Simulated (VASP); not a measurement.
# Sn (P6/mmm) in VASP: further runs

The runs below take Sn through single point, with RPBE.

Program: VASP 6.6.1. These are calculated values, not measurements. Logs are shortened: lines on timing, memory, paths and dates and some standing lists are left out, and cuts for length are marked.

## (1) The cell of the first run

Symmetry: P6/mmm, No. 191, hexagonal system. Conventional cell: a = 5.237 Å, b = 5.237 Å, c = 3.193 Å, α = 90.00°, β = 90.00°, γ = 120.00°. Within 4.2 Å of Sn (site symmetry 6/mmm) lie 14 Sn at 3.19 to 3.42 Å. Within 4.0 Å of Sn (site symmetry -6m2) lie 11 Sn at 3.02 to 3.42 Å.

## (2) Single point, RPBE (volume scaled by 0.88)

Input file INCAR:

```
SYSTEM = Sn
PREC = Accurate
ENCUT = 520
EDIFF = 1E-6
ISMEAR = -1
SIGMA = 0.1
LREAL = .FALSE.
LASPH = .TRUE.
NELM = 100
ALGO = Normal
ISIF = 2
LWAVE = .FALSE.
LCHARG = .TRUE.
GGA = RP
LELF = .TRUE.
LVHAR = .TRUE.
NBANDS = 28
```

Input file KPOINTS:

```
Automatic mesh
0
G
  8 8 11
  0 0 0
```

Input file POSCAR:

```
Sn
1.0
    5.2371102848      0.0000000000      0.0000000000
   -2.6185551424      4.5354705490      0.0000000000
    0.0000000000      0.0000000000      3.1925882770
Sn
3
Direct
    1.0000000000      0.0000000000      0.0000000000
    0.3333333333      0.6666666667      0.5000000000
    0.6666666667      0.3333333333      0.5000000000
```

Potentials or basis: VASP PAW PBE potentials, release 64 (Sn_d).

Run with:

```
$ cat potpaw_PBE.64/Sn_d/POTCAR > POTCAR
$ mpirun -np 1 vasp_std > vasp.out
```

OUTCAR:

```text
SYSTEM = Sn
   PREC = Accurate
   ENCUT = 520
   EDIFF = 1E-6
   ISMEAR = -1
   LREAL = .FALSE.
   LASPH = .TRUE.
   NELM = 100
   ISIF = 2
   GGA = RP

 ion  position               nearest neighbor table
   1  0.000  0.000  0.000-   2 3.42   3 3.42   2 3.42   3 3.42   2 3.42   2 3.42   3 3.42   3 3.42
                             3 3.42   3 3.42   2 3.42   2 3.42
   2  0.333  0.667  0.500-   3 3.02   3 3.02   3 3.02   1 3.42   1 3.42   1 3.42   1 3.42   1 3.42
                             1 3.42
   3  0.667  0.333  0.500-   2 3.02   2 3.02   2 3.02   1 3.42   1 3.42   1 3.42   1 3.42   1 3.42
                             1 3.42

  LATTYP: Found a hexagonal cell.
 ALAT       =     5.2371102848
 C/A-ratio  =     0.6096087543

  Lattice vectors:

 A1 = (   5.2371102848,   0.0000000000,   0.0000000000)
 A2 = (  -2.6185551424,   4.5354705490,   0.0000000000)
 A3 = (   0.0000000000,   0.0000000000,   3.1925882770)

Analysis of symmetry for initial positions (statically):
=====================================================================
 Subroutine PRICEL returns:
 Original cell was already a primitive cell.

 Routine SETGRP: Setting up the symmetry group for a
 hexagonal supercell.

 Subroutine GETGRP returns: Found 24 space group operations
 (whereof 24 operations were pure point group operations)
 out of a pool of 24 trial point group operations.

The static configuration has the point symmetry D_6h.

Analysis of symmetry for dynamics (positions and initial velocities):
=====================================================================
 Subroutine PRICEL returns:
 Original cell was already a primitive cell.

 Routine SETGRP: Setting up the symmetry group for a
 hexagonal supercell.

 Subroutine GETGRP returns: Found 24 space group operations
 (whereof 24 operations were pure point group operations)
 out of a pool of 24 trial point group operations.

The dynamic configuration has the point symmetry D_6h.

 Subroutine INISYM returns: Found 24 space group operations
 (whereof 24 operations are pure point group operations),
 and found     1 'primitive' translations

----------------------------------------------------------------------------------------

                                     Primitive cell

  volume of cell :      75.8328

  direct lattice vectors                    reciprocal lattice vectors
     5.237110285  0.000000000  0.000000000     0.190944996  0.110242145  0.000000000
    -2.618555142  4.535470549  0.000000000     0.000000000  0.220484289  0.000000000
     0.000000000  0.000000000  3.192588277     0.000000000  0.000000000  0.313225481

  length of vectors
     5.237110285  5.237110285  3.192588277     0.220484289  0.220484289  0.313225481

  position of ions in fractional coordinates (direct lattice)
     0.000000000  0.000000000  0.000000000
     0.333333333  0.666666667  0.500000000
     0.666666667  0.333333333  0.500000000

  ion indices of the primitive-cell ions
   primitive index   ion index
                 1           1
                 2           2
                 3           3

----------------------------------------------------------------------------------------

 KPOINTS: Automatic mesh

Automatic generation of k-mesh.
 Grid dimensions read from file:
 generate k-points for:    8    8   11

 Generating k-lattice:

  Cartesian coordinates                     Fractional coordinates (reciprocal lattice)
     0.023868124  0.013780268  0.000000000     0.125000000  0.000000000  0.000000000
     0.000000000  0.027560536  0.000000000     0.000000000  0.125000000  0.000000000
     0.000000000  0.000000000  0.028475044     0.000000000  0.000000000  0.090909091

  Length of vectors
     0.027560536  0.027560536  0.028475044

  Shift w.r.t. Gamma in fractional coordinates (k-lattice)
     0.000000000  0.000000000  0.000000000

 Subroutine IBZKPT returns following result:
 ===========================================

 Found     60 irreducible k-points:

 Following reciprocal coordinates:
            Coordinates               Weight
  0.000000  0.000000  0.000000      1.000000
  0.125000  0.000000  0.000000      6.000000
  0.250000  0.000000  0.000000      6.000000
  0.375000 -0.000000  0.000000      6.000000
  0.500000  0.000000  0.000000      3.000000
  0.125000  0.125000  0.000000      6.000000
[... 16 lines left out ...]
  0.250000  0.000000  0.181818     12.000000
  0.375000 -0.000000  0.181818     12.000000
 [... further k-points ...]
   k-points           NKPTS =     60   k-points in BZ     NKDIM =     60   number of bands    NBANDS=     28
   number of dos      NEDOS =    301   number of ions     NIONS =      3
   total plane-waves  NPLWV =  38400
   dimension x,y,z NGX =    40 NGY =   40 NGZ =   24
   dimension x,y,z NGXF=    80 NGYF=   80 NGZF=   48
   ions per type =               3
   NGX,Y,Z   is equivalent  to a cutoff of  12.70, 12.70, 12.50 a.u.
   NGXF,Y,Z  is equivalent  to a cutoff of  25.40, 25.40, 24.99 a.u.
 SYSTEM =  Sn
   PREC   = accura    normal or accurate (medium, high low for compatibility)
   ISTART =      0    job   : 0-new  1-cont  2-samecut
   ICHARG =      2    charge: 1-file 2-atom 10-const
   ISPIN  =      1    spin polarized calculation?
   LNONCOLLINEAR =      F non collinear calculations
   LSORBIT =      F    spin-orbit coupling
   LASPH  =      T    aspherical Exc in radial PAW
   ENCUT  =  520.0 eV  38.22 Ry    6.18 a.u.   9.74  9.74  5.94*2*pi/ulx,y,z
   NELM   =    100;   NELMIN=  2; NELMDL= -5     # of ELM steps
   EDIFF  = 0.1E-05   stopping-criterion for ELM
   LREAL  =      F    real-space projection
   EDIFFG = 0.1E-04   stopping-criterion for IOM
   NSW    =      0    number of steps for IOM
   IBRION =     -1    ionic relax: 0-MD 1-quasi-New 2-CG
   NFREE  =      0    steps in history (QN), initial steepest desc. (CG)
   ISIF   =      2    stress and relaxation
   ISYM   =      2    0-nonsym 1-usesym 2-fastsym
   POTIM  = 0.5000    time-step for ionic-motion
   TEBEG  =    0.0;   TEEND  =   0.0 temperature during run
   PSTRESS=    0.0 pullay stress
   NELECT =      42.0000    total number of electrons
   NUPDOWN=      -1.0000    fix difference up-down
   EMIN   =  10.00;   EMAX   =-10.00  energy-range for DOS
   EFERMI =   0.00;   METHOD = LEGACY
   ISMEAR =    -1;   SIGMA  =   0.10  broadening in eV -4-tet -1-fermi 0-gaus
   EFERMI_NEDOS =   21; number of points for ismear=-14 and -15
   IALGO  =     38    algorithm
   IMIX   =      4    mixing-type and parameters
     AMIX     =   0.40;   BMIX     =  1.00
     AMIX_MAG =   1.60;   BMIX_MAG =  1.00
  volume/ion in A,a.u.               =      25.28       170.58
  Fermi-wavevector in a.u.,A,eV,Ry     =   1.344432  2.540609 24.592506  1.807498
  Thomas-Fermi vector in A             =   2.472426
   LORBIT       =      0    0 simple, 1 ext, 2 COOP (PROOUT), +10 PAW based schemes
   GGA     = RP    functional components
   LHFCALC =     F    Hartree Fock is set to
   AEXX    =    0.0000 exact exchange contribution
   IVDW    =     0    specifies the selected vdW correction
   LEPSILON=     F    determine dielectric tensor
   LRPA    =     F    only Hartree local field effects (RPA)
 non-spin polarized calculation
  energy-cutoff  :      520.00
  volume of cell :       75.83
 maximum number of plane-waves:      2063
 NGX is ok and might be reduce to    40
   NGX = 19   NGY = 19   NGZ = 11

 number of electron      42.0000013 magnetization

 Free energy of the ion-electron system (eV)
  ---------------------------------------------------
  ext. energy  EPLUGINS =         0.00000000
  ---------------------------------------------------
  free energy    TOTEN  =        -9.99912616 eV

  energy without entropy =       -9.93347784  energy(sigma->0) =       -9.96630200

 E-fermi :   9.1093     XC(G=0): -10.6256

 val. band max:        9.0938009652   @ k =   0.3750   0.1250   0.1818
 cond. band min:       9.1164316296   @ k =   0.1250   0.1250   0.0000
 fundamental gap:      0.0226306645
 Fermi energy:         9.1092941723

 k-point     1 :       0.0000    0.0000    0.0000
  band No.  band energies     occupation
      1     -12.6884      2.00000
      2     -12.5884      2.00000
      3     -12.5739      2.00000
      4     -12.5739      2.00000
      5     -12.5226      2.00000
      6     -12.5226      2.00000
[... 20 lines left out ...]
     27      17.9210      0.00000
     28      17.9976      0.00000

 k-point     2 :       0.1250    0.0000    0.0000
  band No.  band energies     occupation
      1     -12.6863      2.00000
      2     -12.5892      2.00000
      3     -12.5755      2.00000
      4     -12.5738      2.00000
      5     -12.5247      2.00000
      6     -12.5229      2.00000
[... 20 lines left out ...]
     27      17.5153      0.00000
     28      17.6845      0.00000

 k-point     3 :       0.2500    0.0000    0.0000
  band No.  band energies     occupation
      1     -12.6812      2.00000
      2     -12.5960      2.00000
      3     -12.5792      2.00000
      4     -12.5740      2.00000
      5     -12.5295      2.00000
      6     -12.5284      2.00000
[... 20 lines left out ...]
     27      16.5186      0.00000
     28      17.2072      0.00000

 k-point     4 :       0.3750   -0.0000    0.0000
  band No.  band energies     occupation
      1     -12.6762      2.00000
      2     -12.6110      2.00000
      3     -12.5828      2.00000
      4     -12.5745      2.00000
      5     -12.5397      2.00000
      6     -12.5359      2.00000
[... 578 lines left out ...]
     27      16.1701      0.00000
     28      17.8736      0.00000

 k-point    23 :       0.2500    0.0000    0.1818
  band No.  band energies     occupation
      1     -12.6134      2.00000
      2     -12.5924      2.00000
      3     -12.5869      2.00000
      4     -12.5668      2.00000
      5     -12.5622      2.00000
      6     -12.5111      2.00000
[... 20 lines left out ...]
     27      15.1767      0.00000
     28      17.2930      0.00000

 k-point    24 :       0.3750   -0.0000    0.1818
  band No.  band energies     occupation
      1     -12.6103      2.00000
      2     -12.6001      2.00000
      3     -12.5860      2.00000
      4     -12.5754      2.00000
      5     -12.5572      2.00000
      6     -12.5176      2.00000
[... 20 lines left out ...]
     27      13.9457      0.00000
     28      16.2414      0.00000

 [... further k-points ...]

------------------------ aborting loop because EDIFF is reached ----------------------------------------

  FORCE on cell =-STRESS in cart. coord.  units (eV):
  Direction    XX          YY          ZZ          XY          YZ          ZX
  --------------------------------------------------------------------------------------
  -------------------------------------------------------------------------------------
  Total        4.2340025      4.2340025      2.4833616      0.0000000     -0.0000000     -0.0000000
  in kB       89.4550172     89.4550171     52.4678841      0.0000000     -0.0000000     -0.0000000
  external PRESSURE =      77.1259728 kB  Pullay stress =       0.0000000 kB

 VOLUME and BASIS-vectors are now :
 -----------------------------------------------------------------------------
  energy-cutoff  :      520.00
  volume of cell :       75.83
      direct lattice vectors                 reciprocal lattice vectors
     5.237110285  0.000000000  0.000000000     0.190944996  0.110242145  0.000000000
    -2.618555142  4.535470549  0.000000000     0.000000000  0.220484289  0.000000000
     0.000000000  0.000000000  3.192588277     0.000000000  0.000000000  0.313225481

 POSITION                                       TOTAL-FORCE (eV/Angst)
 -----------------------------------------------------------------------------------
      0.00000      0.00000      0.00000        -0.000000      0.000000     -0.000000
     -0.00000      3.02365      1.59629        -0.000000      0.000000     -0.000000
      2.61856      1.51182      1.59629         0.000000     -0.000000      0.000000
 -----------------------------------------------------------------------------------
    total drift:                               -0.000000      0.000000      0.000000

  FREE ENERGIE OF THE ION-ELECTRON SYSTEM (eV)
  ---------------------------------------------------
  free  energy   TOTEN  =        -9.9991261614 eV

  energy  without entropy=       -9.9334778354  energy(sigma->0) =       -9.96630200
```

It took 67 s on 1 thread of Intel Xeon Platinum 8259CL at 2.50GHz (Skylake/Cascade Lake), shared host; peak memory 0.23 GiB.

Results:

| Quantity | Value |
| --- | --- |
| Free energy | -9.9991 eV |
| Pressure | 7.7 GPa |
| Band gap on the k mesh | zero (band 21 reaches 10.87 eV, above the bottom of band 22 at 6.43 eV) |

Levels at points of the mesh, in eV from the Fermi level:
```tsv
k point	band 19	band 20	band 21	band 22	band 23	band 24
(0.00, 0.00, 0.00)	-2.82	-2.82	-2.68	-2.68	3.13	6.69
(0.50, 0.00, 0.00)	-4.85	1.38	1.53	2.85	3.10	4.44
```

Caveat: the PAW data sets were made with another functional, which shifts forces and pressure a little; spin-orbit coupling is left out, which moves the levels of the heavy elements.

## (3) Single point, RPBE (volume scaled by 0.92)

Input file INCAR:

```
SYSTEM = Sn
  ALGO = Normal
  EDIFF = 1E-7
  ENCUT = 520
  GGA = RP
  ISIF = 2
  ISMEAR = -1
  LASPH = .TRUE.
  LCHARG = .TRUE.
  LELF = .TRUE.
  LREAL = .FALSE.
  LVHAR = .TRUE.
  LWAVE = .FALSE.
  NBANDS = 28
  NELM = 100
  PREC = Accurate
  SIGMA = 0.1
```

Input file KPOINTS:

```
k-points
0
G
  8 8 11
  0 0 0
```

Input file POSCAR:

```
Sn
1.0
    5.3152876356      0.0000000000      0.0000000000
   -2.6576438178      4.6031741208      0.0000000000
    0.0000000000      0.0000000000      3.2402458745
Sn
3
Direct
    1.0000000000      0.0000000000      0.0000000000
    0.3333333333      0.6666666667      0.5000000000
    0.6666666667      0.3333333333      0.5000000000
```

Potentials or basis: VASP PAW PBE potentials, release 64 (Sn_d).

Run with:

```
$ cat potpaw_PBE.64/Sn_d/POTCAR > POTCAR
$ mpirun -np 1 vasp_std > vasp.out
```

It took 76 s on 1 thread of Intel Xeon Platinum 8259CL at 2.50GHz (Skylake/Cascade Lake), shared host; peak memory 0.24 GiB.

Results (log left out):

| Property | Result |
| --- | --- |
| Free energy | -10.1324 eV |
| Pressure | 4.7 GPa |
| Band gap on the k mesh | zero (band 21 reaches 10.19 eV, above the bottom of band 22 at 6.01 eV) |

Stress tensor (GPa, compression positive):
```
5.73 0.00 0.00
0.00 5.73 0.00
0.00 0.00 2.54
```

Levels at points of the mesh, in eV from the Fermi level:
```tsv
k point	band 19	band 20	band 21	band 22	band 23	band 24
(0.00, 0.00, 0.00)	-2.66	-2.66	-2.52	-2.52	3.05	6.55
(0.50, 0.00, 0.00)	-4.61	1.27	1.41	2.78	3.06	4.28
```

Caveat: the PAW data sets were made with another functional, which shifts forces and pressure a little; spin-orbit coupling is left out, which moves the levels of the heavy elements.
